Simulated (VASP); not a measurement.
# TaN (P-6m2) in VASP: notebook

The runs below take TaN through single point, with RPBE.

Everything below comes from runs of VASP 6.6.1. Logs are shortened: lines on timing, memory, paths and dates and some standing lists are left out, and cuts for length are marked.

## (1) The cell of the first run

Symmetry: P-6m2, No. 187, hexagonal system. Conventional cell: a = 2.962 Å, b = 2.962 Å, c = 2.907 Å, α = 90.00°, β = 90.00°, γ = 120.00°. Ta (site symmetry -6m2) has 6 N at 2.24 Å and 8 Ta at 2.91 to 2.96 Å within 3.0 Å. Within 3.0 Å of N (site symmetry -6m2) lie 6 Ta at 2.24 Å and 8 N at 2.91 to 2.96 Å.

## (2) Single point, RPBE

The input, INCAR:

```
ALGO     = Normal         # electronic algorithm
EDIFF    = 1E-7           # SCF threshold, eV
ENCUT    = 520            # plane-wave cutoff, eV
GGA      = RP             # functional
ISIF     = 2              # what is computed and relaxed
ISMEAR   = -1             # smearing method
LASPH    = True           # aspherical terms in the spheres
LCHARG   = False          # write CHGCAR
LREAL    = False          # projectors in reciprocal space
LWAVE    = False          # write WAVECAR
NBANDS   = 15             # bands
NELM     = 80             # most SCF steps
PREC     = Accurate       # precision mode
SIGMA    = 0.15           # smearing width, eV
```

The input, KPOINTS:

```
k-points
0
Gamma
  9 9 8
```

The input, POSCAR:

```
TaN
1.0
    2.9622820929      0.0000000000      0.0000000000
   -1.4811410464      2.5654290528      0.0000000000
    0.0000000000      0.0000000000      2.9068275268
Ta N
1 1
Direct
    0.3333333333      0.6666666667      0.5000000000
    0.0000000000      0.0000000000      0.0000000000
```

Potentials or basis: VASP PAW PBE potentials, release 64 (Ta_pv, N).

The run is started by

```console
$ cat potpaw_PBE.64/Ta_pv/POTCAR potpaw_PBE.64/N/POTCAR > POTCAR
$ mpirun -np 1 vasp_std > vasp.out
```

OUTCAR:

```text
EDIFF = 1E-7
   ENCUT = 520
   GGA = RP
   ISIF = 2
   ISMEAR = -1
   LASPH = True
   LREAL = False
   NELM = 80
   PREC = Accurate

 ion  position               nearest neighbor table
   1  0.333  0.667  0.500-   2 2.24   2 2.24   2 2.24   2 2.24   2 2.24   2 2.24
   2  0.000  0.000  0.000-   1 2.24   1 2.24   1 2.24   1 2.24   1 2.24   1 2.24

  LATTYP: Found a hexagonal cell.
 ALAT       =     2.9622820929
 C/A-ratio  =     0.9812797822

  Lattice vectors:

 A1 = (   2.9622820929,   0.0000000000,   0.0000000000)
 A2 = (  -1.4811410464,   2.5654290528,   0.0000000000)
 A3 = (   0.0000000000,   0.0000000000,   2.9068275268)

Analysis of symmetry for initial positions (statically):
=====================================================================
 Subroutine PRICEL returns:
 Original cell was already a primitive cell.

 Routine SETGRP: Setting up the symmetry group for a
 hexagonal supercell.

 Subroutine GETGRP returns: Found 12 space group operations
 (whereof 12 operations were pure point group operations)
 out of a pool of 24 trial point group operations.

The static configuration has the point symmetry D_3h.

Analysis of symmetry for dynamics (positions and initial velocities):
=====================================================================
 Subroutine PRICEL returns:
 Original cell was already a primitive cell.

 Routine SETGRP: Setting up the symmetry group for a
 hexagonal supercell.

 Subroutine GETGRP returns: Found 12 space group operations
 (whereof 12 operations were pure point group operations)
 out of a pool of 24 trial point group operations.

The dynamic configuration has the point symmetry D_3h.

 Subroutine INISYM returns: Found 12 space group operations
 (whereof 12 operations are pure point group operations),
 and found     1 'primitive' translations

----------------------------------------------------------------------------------------

                                     Primitive cell

  volume of cell :      22.0905

  direct lattice vectors                    reciprocal lattice vectors
     2.962282093  0.000000000  0.000000000     0.337577573  0.194899173  0.000000000
    -1.481141046  2.565429053  0.000000000     0.000000000  0.389798345  0.000000000
     0.000000000  0.000000000  2.906827527     0.000000000  0.000000000  0.344017659

  length of vectors
     2.962282093  2.962297255  2.906827527     0.389800340  0.389798345  0.344017659

[... 88 lines left out ...]
   POTIM  = 0.5000    time-step for ionic-motion
   TEBEG  =    0.0;   TEEND  =   0.0 temperature during run
   PSTRESS=    0.0 pullay stress
   NELECT =      16.0000    total number of electrons
   NUPDOWN=      -1.0000    fix difference up-down
   EMIN   =  10.00;   EMAX   =-10.00  energy-range for DOS
   EFERMI =   0.00;   METHOD = LEGACY
   ISMEAR =    -1;   SIGMA  =   0.15  broadening in eV -4-tet -1-fermi 0-gaus
   EFERMI_NEDOS =   21; number of points for ismear=-14 and -15
   IALGO  =     38    algorithm
   IMIX   =      4    mixing-type and parameters
     AMIX     =   0.40;   BMIX     =  1.00
     AMIX_MAG =   1.60;   BMIX_MAG =  1.00
  volume/ion in A,a.u.               =      11.05        74.54
  Fermi-wavevector in a.u.,A,eV,Ry     =   1.470211  2.778295 29.409261  2.161520
  Thomas-Fermi vector in A             =   2.585495
   LORBIT       =      0    0 simple, 1 ext, 2 COOP (PROOUT), +10 PAW based schemes
   GGA     = RP    functional components
   LHFCALC =     F    Hartree Fock is set to
   AEXX    =    0.0000 exact exchange contribution
   IVDW    =     0    specifies the selected vdW correction
   LEPSILON=     F    determine dielectric tensor
   LRPA    =     F    only Hartree local field effects (RPA)
 non-spin polarized calculation
  energy-cutoff  :      520.00
  volume of cell :       22.09
 maximum number of plane-waves:       617
 NGX is ok and might be reduce to    24
   NGX = 11   NGY = 11   NGZ = 11

 number of electron      15.9999999 magnetization

 Free energy of the ion-electron system (eV)
  ---------------------------------------------------
  ext. energy  EPLUGINS =         0.00000000
  ---------------------------------------------------
  free energy    TOTEN  =       -21.41894866 eV

  energy without entropy =      -21.41014678  energy(sigma->0) =      -21.41454772

 E-fermi :   8.1692     XC(G=0): -13.1403

 val. band max:        8.0324665349   @ k =   0.0000   0.0000   0.5000
 cond. band min:       8.1831664441   @ k =   0.0000   0.0000   0.3750
 fundamental gap:      0.1506999092
 Fermi energy:         8.1692126843

 k-point     1 :       0.0000    0.0000    0.0000
  band No.  band energies     occupation
      1     -26.8530      2.00000
      2     -26.6026      2.00000
      3     -26.6025      2.00000
      4      -9.5562      2.00000
      5       3.6459      2.00000
      6       3.6459      2.00000
      7       4.0074      2.00000
      8       5.2042      2.00000
      9      10.1122      0.00000
     10      11.5870      0.00000
     11      11.5871      0.00000
     12      11.9891      0.00000
     13      11.9891      0.00000
     14      21.0601      0.00000
[... 401 lines left out ...]
      2     -27.1979      2.00000
      3     -26.8183      2.00000
      4      -7.1122      2.00000
      5       1.1582      2.00000
      6       2.0437      2.00000
      7       2.7573      2.00000
      8       7.6907      1.92092
      9       9.9447      0.00001
     10      10.4917      0.00000
     11      11.0993      0.00000
     12      15.0121      0.00000
     13      19.5146      0.00000
     14      21.4334      0.00000
     15      21.5364      0.00000

 [... further k-points ...]

------------------------ aborting loop because EDIFF is reached ----------------------------------------

  FORCE on cell =-STRESS in cart. coord.  units (eV):
  Direction    XX          YY          ZZ          XY          YZ          ZX
  --------------------------------------------------------------------------------------
  -------------------------------------------------------------------------------------
  Total        0.1513082      0.1513102      0.3154360      0.0000000      0.0000000      0.0000000
  in kB       10.9740578     10.9742076     22.8779030      0.0000000      0.0000000      0.0000000
  external PRESSURE =      14.9420561 kB  Pullay stress =       0.0000000 kB

 VOLUME and BASIS-vectors are now :
 -----------------------------------------------------------------------------
  energy-cutoff  :      520.00
  volume of cell :       22.09
      direct lattice vectors                 reciprocal lattice vectors
     2.962282093  0.000000000  0.000000000     0.337577573  0.194899173  0.000000000
    -1.481141046  2.565429053  0.000000000     0.000000000  0.389798345  0.000000000
     0.000000000  0.000000000  2.906827527     0.000000000  0.000000000  0.344017659

 POSITION                                       TOTAL-FORCE (eV/Angst)
 -----------------------------------------------------------------------------------
     -0.00000      1.71029      1.45341         0.000000     -0.000000      0.000000
      0.00000      0.00000      0.00000        -0.000000      0.000000      0.000000
 -----------------------------------------------------------------------------------
    total drift:                                0.000000      0.000236     -0.000000

  FREE ENERGIE OF THE ION-ELECTRON SYSTEM (eV)
  ---------------------------------------------------
  free  energy   TOTEN  =       -21.4189486647 eV

  energy  without entropy=      -21.4101467837  energy(sigma->0) =      -21.41454772
```

stdout:

```text
POSCAR found type information on POSCAR TaN
 POSCAR found :  2 types and       2 ions
 scaLAPACK will be used
 -----------------------------------------------------------------------------
|                                                                             |
|                                                                             |
|     You enforced a specific xc type in the INCAR file but a different       |
|     I HOPE YOU KNOW WHAT YOU ARE DOING!                                     |
|                                                                             |
 -----------------------------------------------------------------------------

 LDA part: xc-table for (Slater+PW92), standard interpolation
 POSCAR, INCAR and KPOINTS ok, starting setup
 FFT: planning ... GRIDC
 FFT: planning ... GRID_SOFT
 FFT: planning ... GRID
 WAVECAR not read
 entering main loop
```

Run time: 26 s. Hardware: 1 thread of AMD EPYC 7R43 (Zen 3), shared host; peak memory 0.12 GiB.

Results:

| Quantity | Value |
| --- | --- |
| Free energy | -21.4189 eV |
| Pressure | 1.5 GPa |
| Band gap on the k mesh | zero (band 8 reaches 8.22 eV, above the bottom of band 9 at 8.03 eV) |

Levels at points of the mesh, in eV from the Fermi level:
```tsv
k point	band 6	band 7	band 8	band 9	band 10	band 11
(0.00, 0.00, 0.00)	-4.52	-4.16	-2.97	1.94	3.42	3.42
(0.00, 0.00, 0.50)	-3.73	-3.73	-0.14	-0.14	2.26	3.22
```

Caveat: the PAW data sets were made with another functional, which shifts forces and pressure a little; spin-orbit coupling is left out, which moves the levels of the heavy elements.

## (3) Single point, RPBE

This run uses another cell than the first one, of 11.31 Å³/atom, 1.024 times its volume.

The input, INCAR:

```
SYSTEM = TaN
  ALGO = Normal
  EDIFF = 1E-6
  ENCUT = 520
  GGA = RP
  ISIF = 2
  ISMEAR = -1
  LASPH = .TRUE.
  LCHARG = .TRUE.
  LELF = .TRUE.
  LREAL = .FALSE.
  LVHAR = .TRUE.
  LWAVE = .FALSE.
  NBANDS = 15
  NELM = 80
  PREC = Accurate
  SIGMA = 0.15
```

The input, KPOINTS:

```
k-points
0
G
  9 9 8
  0 0 0
```

The input, POSCAR:

```
TaN
1.0
    2.9861724963      0.0000000000      0.0000000000
   -1.4930862482      2.5861188903      0.0000000000
    0.0000000000      0.0000000000      2.9302706967
Ta N
1 1
Direct
    0.3333333333      0.6666666667      0.5000000000
    0.0000000000      0.0000000000      0.0000000000
```

Potentials or basis: VASP PAW PBE potentials, release 64 (Ta_pv, N).

The run is started by

```console
$ cat potpaw_PBE.64/Ta_pv/POTCAR potpaw_PBE.64/N/POTCAR > POTCAR
$ mpirun -np 1 vasp_std > vasp.out
```

Wall time 26 s (1 thread of AMD EPYC 7R43 (Zen 3), shared host); peak memory 0.11 GiB.

Results (log left out):

| Quantity | Value |
| --- | --- |
| Free energy | -21.4114 eV |
| Pressure | -6.1 GPa |
| Band gap on the k mesh | zero (band 8 reaches 7.97 eV, above the bottom of band 9 at 7.79 eV) |

Stress tensor (GPa, compression positive):
```
-6.16  0.00  0.00
 0.00 -6.16  0.00
 0.00  0.00 -5.86
```

Levels at points of the mesh, in eV from the Fermi level:
```csv
k point,band 6,band 7,band 8,band 9,band 10,band 11
"(0.00, 0.00, 0.00)",-4.41,-4.05,-2.93,1.77,3.31,3.31
"(0.00, 0.00, 0.50)",-3.64,-3.64,-0.13,-0.13,2.20,3.15
```

Caveat: the PAW data sets were made with another functional, which shifts forces and pressure a little; spin-orbit coupling is left out, which moves the levels of the heavy elements.

[end of part 1 of 2]
